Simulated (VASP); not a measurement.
# Au3C in VASP: a series of runs, part 2 of 2

VASP 6.6.1. Earlier steps stand in the parts before.

**3. Single point, PBE**

INCAR reads:

```
PREC = Accurate ; ENCUT = 520
EDIFF = 1E-6 ; ISMEAR = 0
SIGMA = 0.1 ; LREAL = F
LASPH = T ; NELM = 60
ALGO = Normal ; ISIF = 2
LWAVE = F ; LCHARG = F
LDIPOL = T ; IDIPOL = 3
DIPOL = 0.5 0.5 0.367 ; GGA = PE
NBANDS = 26
```

KPOINTS reads:

```
regular mesh
0
Gamma
  9 9 1
```

POSCAR reads:

```
Au3C
1.0
    2.9402049748      0.0000000000      0.0000000000
   -1.4701024874      2.5462922005      0.0000000000
    0.0000000000      0.0000000000     21.8974947720
Au C
3 1
Direct
    0.6666666667      0.3333333333      0.1826692981
    0.3333333333      0.6666666667      0.2945190844
    0.0000000000      0.0000000000      0.4063247812
    0.4444444444     -0.4444444444      0.5830573271
```

Potentials or basis: VASP PAW PBE potentials, release 64 (Au, C).

The run is started by

```sh
cat potpaw_PBE.64/Au/POTCAR potpaw_PBE.64/C/POTCAR > POTCAR
mpirun -np 1 vasp_std > vasp.out
```

OUTCAR:

```text
PREC = Accurate
   ENCUT = 520
   EDIFF = 1E-6
   ISMEAR = 0
   LREAL = F
   LASPH = T
   NELM = 60
   ISIF = 2
   GGA = PE

 ion  position               nearest neighbor table
   1  0.667  0.333  0.183-   2 2.98   2 2.98   2 2.98
   2  0.333  0.667  0.295-   3 2.98   3 2.98   3 2.98   1 2.98   1 2.98   1 2.98
   3  0.000  0.000  0.406-   2 2.98   2 2.98   2 2.98
   4  0.444  0.556  0.583-

  LATTYP: Found a hexagonal cell.
 ALAT       =     2.9402049748
 C/A-ratio  =     7.4476082313

  Lattice vectors:

 A1 = (   2.9402049748,   0.0000000000,   0.0000000000)
 A2 = (  -1.4701024874,   2.5462922005,   0.0000000000)
 A3 = (   0.0000000000,   0.0000000000,  21.8974947720)

Analysis of symmetry for initial positions (statically):
=====================================================================
 Subroutine PRICEL returns:
 Original cell was already a primitive cell.

 Routine SETGRP: Setting up the symmetry group for a
 hexagonal supercell.

 Subroutine GETGRP returns: Found  2 space group operations
 (whereof  2 operations were pure point group operations)
 out of a pool of 24 trial point group operations.

The static configuration has the point symmetry C_1h.

Analysis of symmetry for dynamics (positions and initial velocities):
=====================================================================
 Subroutine PRICEL returns:
 Original cell was already a primitive cell.

 Routine SETGRP: Setting up the symmetry group for a
 hexagonal supercell.

 Subroutine GETGRP returns: Found  2 space group operations
 (whereof  2 operations were pure point group operations)
 out of a pool of 24 trial point group operations.

The dynamic configuration has the point symmetry C_1h.

 Subroutine INISYM returns: Found  2 space group operations
 (whereof  2 operations are pure point group operations),
 and found     1 'primitive' translations

[... 122 lines left out ...]
   GGA     = PE    functional components
   LHFCALC =     F    Hartree Fock is set to
   AEXX    =    0.0000 exact exchange contribution
   IVDW    =     0    specifies the selected vdW correction
   LEPSILON=     F    determine dielectric tensor
   LRPA    =     F    only Hartree local field effects (RPA)
 non-spin polarized calculation
 Gauss-broadening in eV      SIGMA  =   0.10
  energy-cutoff  :      520.00
  volume of cell :      163.94
 maximum number of plane-waves:      4481
 NGX is ok and might be reduce to    24
   NGX = 11   NGY = 11   NGZ = 81

 dipolmoment           0.000000      0.000000     -0.000031 electrons x Angstroem

 number of electron      36.9999997 magnetization

 dipolmoment           0.000000      0.000000      0.029920 electrons x Angstroem

 Free energy of the ion-electron system (eV)
  ---------------------------------------------------
  ext. energy  EPLUGINS =         0.00000000
  ---------------------------------------------------
  free energy    TOTEN  =       -11.27986204 eV

  energy without entropy =      -11.24932139  energy(sigma->0) =      -11.26459172

 E-fermi :  -0.4327     XC(G=0):  -5.9462

 val. band max:       -0.4847272597   @ k =  -0.1111   0.2222   0.0000
 cond. band min:      -0.4260869931   @ k =  -0.1111   0.4444   0.0000
 fundamental gap:      0.0586402666
 Fermi energy:        -0.4326881116

 k-point     1 :       0.0000    0.0000    0.0000
  band No.  band energies     occupation
      1     -10.1382      2.00000
      2      -8.7022      2.00000
      3      -7.3023      2.00000
      4      -6.8542      2.00000
      5      -4.6216      2.00000
      6      -4.4363      2.00000
[... 685 lines left out ...]
     25       5.9161      0.00000
     26       6.8605      0.00000

 [... further k-points ...]

------------------------ aborting loop because EDIFF is reached ----------------------------------------

 vacuum level on the upper side and lower side of the slab       (xc-potential included)         0.341        -0.365

  FORCE on cell =-STRESS in cart. coord.  units (eV):
  Direction    XX          YY          ZZ          XY          YZ          ZX
  --------------------------------------------------------------------------------------
  -------------------------------------------------------------------------------------
  Total       -6.1667984     -6.1818283     -1.3449488     -0.0130163     -0.0013869      0.0024022
  in kB      -60.2684540    -60.4153426    -13.1442575     -0.1272093     -0.0135544      0.0234771
  external PRESSURE =     -44.6093514 kB  Pullay stress =       0.0000000 kB

 VOLUME and BASIS-vectors are now :
 -----------------------------------------------------------------------------
  energy-cutoff  :      520.00
  volume of cell :      163.94
      direct lattice vectors                 reciprocal lattice vectors
     2.940204975  0.000000000  0.000000000     0.340112342  0.196363952  0.000000000
    -1.470102487  2.546292200  0.000000000     0.000000000  0.392727904  0.000000000
     0.000000000  0.000000000 21.897494772     0.000000000  0.000000000  0.045667325

 POSITION                                       TOTAL-FORCE (eV/Angst)
 -----------------------------------------------------------------------------------
      1.47010      0.84876      4.00000        -0.000000      0.000000      0.143008
     -0.00000      1.69753      6.44923        -0.000067      0.000039      0.029669
      0.00000      0.00000      8.89749        -0.000465      0.000269     -0.036119
      0.49003      1.41461     12.76749         0.000533     -0.000308     -0.136559
 -----------------------------------------------------------------------------------
    total drift:                               -0.000033      0.000019     -0.000195

  FREE ENERGIE OF THE ION-ELECTRON SYSTEM (eV)
  ---------------------------------------------------
  free  energy   TOTEN  =       -11.2798620383 eV

  energy  without entropy=      -11.2493213927  energy(sigma->0) =      -11.26459172

 vacuum level on the upper side and lower side of the slab         5.539         4.818
```

Run time: 94 s. Hardware: 1 thread of Intel Xeon 6975P-C (Granite Rapids), shared host; peak memory 0.34 GiB.

What came out:

| Property | Result |
| --- | --- |
| Free energy | -11.2799 eV |
| Largest force | 0.143 eV/Å |

Forces in eV/Å, atoms in the order of the input:
```
Au   0.000  0.000  0.143
Au   0.000  0.000  0.030
Au   0.000  0.000 -0.036
C    0.001  0.000 -0.137
```

Levels at points of the mesh, in eV from the Fermi level:
| k point | band 16 | band 17 | band 18 | band 19 | band 20 | band 21 |
| --- | --- | --- | --- | --- | --- | --- |
| (0.00, 0.00, 0.00) | -2.29 | -1.87 | -1.87 | -1.61 | -0.74 | 0.85 |

Caveat: spin-orbit coupling is left out, which moves the levels of the heavy elements.

**4. Single point, PBE**

INCAR reads:

```
PREC = Accurate
ENCUT = 520
EDIFF = 1E-6
ISMEAR = 0
SIGMA = 0.1
LREAL = False
LASPH = True
NELM = 80
ALGO = Normal
ISIF = 2
LWAVE = False
LCHARG = False
LDIPOL = True
IDIPOL = 3
DIPOL = 0.5 0.5 0.340
GGA = PE
NBANDS = 26
```

KPOINTS is that of step 3.

POSCAR, as its differences from that of step 3:

```diff
@@ -11,2 +11,2 @@
     0.0000000000      0.0000000000      0.4063247812
-    0.4444444444     -0.4444444444      0.5830573271
+    0.5555555556     -0.5555555556      0.4771091342
```

Potentials or basis: VASP PAW PBE potentials, release 64 (Au, C).

The run is started by

```sh
cat potpaw_PBE.64/Au/POTCAR potpaw_PBE.64/C/POTCAR > POTCAR
mpirun -np 1 vasp_std > vasp.out
```

OUTCAR:

```text
PREC = Accurate
   ENCUT = 520
   EDIFF = 1E-6
   ISMEAR = 0
   LREAL = False
   LASPH = True
   NELM = 80
   ISIF = 2
   GGA = PE

 ion  position               nearest neighbor table
   1  0.667  0.333  0.183-   2 2.98   2 2.98   2 2.98
   2  0.333  0.667  0.295-   3 2.98   3 2.98   3 2.98   1 2.98   1 2.98   1 2.98
   3  0.000  0.000  0.406-   4 2.15   4 2.15   4 2.74   2 2.98   2 2.98   2 2.98
   4  0.556  0.444  0.477-   3 2.15   3 2.15   3 2.74

  LATTYP: Found a hexagonal cell.
 ALAT       =     2.9402049748
 C/A-ratio  =     7.4476082313

  Lattice vectors:

 A1 = (   2.9402049748,   0.0000000000,   0.0000000000)
 A2 = (  -1.4701024874,   2.5462922005,   0.0000000000)
 A3 = (   0.0000000000,   0.0000000000,  21.8974947720)

Analysis of symmetry for initial positions (statically):
=====================================================================
 Subroutine PRICEL returns:
 Original cell was already a primitive cell.

 Routine SETGRP: Setting up the symmetry group for a
 hexagonal supercell.

 Subroutine GETGRP returns: Found  2 space group operations
 (whereof  2 operations were pure point group operations)
 out of a pool of 24 trial point group operations.

[... 177 lines left out ...]
 k-point     1 :       0.0000    0.0000    0.0000
  band No.  band energies     occupation
      1     -12.8844      2.00000
      2      -8.7963      2.00000
      3      -7.7865      2.00000
      4      -7.1614      2.00000
      5      -6.0117      2.00000
      6      -5.8889      2.00000
[... 685 lines left out ...]
     25       6.1081      0.00000
     26       7.6188      0.00000

 [... further k-points ...]

------------------------ aborting loop because EDIFF is reached ----------------------------------------

 vacuum level on the upper side and lower side of the slab       (xc-potential included)         0.524        -0.791

  FORCE on cell =-STRESS in cart. coord.  units (eV):
  Direction    XX          YY          ZZ          XY          YZ          ZX
  --------------------------------------------------------------------------------------
  -------------------------------------------------------------------------------------
  Total       -0.8299670     -0.6958913     -1.6635672      0.1161129     -0.1457513      0.2524475
  in kB       -8.1113121     -6.8009836    -16.2581318      1.1347778     -1.4244356      2.4671831
  external PRESSURE =     -10.3901425 kB  Pullay stress =       0.0000000 kB

 VOLUME and BASIS-vectors are now :
 -----------------------------------------------------------------------------
  energy-cutoff  :      520.00
  volume of cell :      163.94
      direct lattice vectors                 reciprocal lattice vectors
     2.940204975  0.000000000  0.000000000     0.340112342  0.196363952  0.000000000
    -1.470102487  2.546292200  0.000000000     0.000000000  0.392727904  0.000000000
     0.000000000  0.000000000 21.897494772     0.000000000  0.000000000  0.045667325

 POSITION                                       TOTAL-FORCE (eV/Angst)
 -----------------------------------------------------------------------------------
      1.47010      0.84876      4.00000         0.005766     -0.003329      0.017074
     -0.00000      1.69753      6.44923         0.044452     -0.025665      0.082870
      0.00000      0.00000      8.89749        -0.301335      0.173976      0.763031
      0.98007      1.13169     10.44749         0.251116     -0.144982     -0.862975
 -----------------------------------------------------------------------------------
    total drift:                                0.000141     -0.000081      0.000123

  FREE ENERGIE OF THE ION-ELECTRON SYSTEM (eV)
  ---------------------------------------------------
  free  energy   TOTEN  =       -13.4229320149 eV

  energy  without entropy=      -13.4096399062  energy(sigma->0) =      -13.41628596

 vacuum level on the upper side and lower side of the slab         5.894         4.564
```

stdout:

```text
POSCAR found type information on POSCAR AuC
 POSCAR found :  2 types and       4 ions
 scaLAPACK will be used
 LDA part: xc-table for (Slater+PW92), standard interpolation
 POSCAR, INCAR and KPOINTS ok, starting setup
 FFT: planning ... GRIDC
 FFT: planning ... GRID_SOFT
 FFT: planning ... GRID
 WAVECAR not read
 entering main loop
```

Run time: 79 s. Hardware: 1 thread of Intel Xeon 6975P-C (Granite Rapids), shared host; peak memory 0.34 GiB.

What came out:

```
Free energy   : -13.4229 eV
Largest force : 0.910 eV/Å
```

Forces on the atoms (eV/Å):
```
Au   0.006 -0.003  0.017
Au   0.044 -0.026  0.083
Au  -0.301  0.174  0.763
C    0.251 -0.145 -0.863
```

Levels at points of the mesh, in eV from the Fermi level:
```tsv
k point	band 16	band 17	band 18	band 19	band 20	band 21	band 22	band 23
(0.00, 0.00, 0.00)	-2.68	-1.97	-1.96	-1.40	-0.03	2.24	3.01	4.50
```

Caveat: spin-orbit coupling is left out, which moves the levels of the heavy elements.
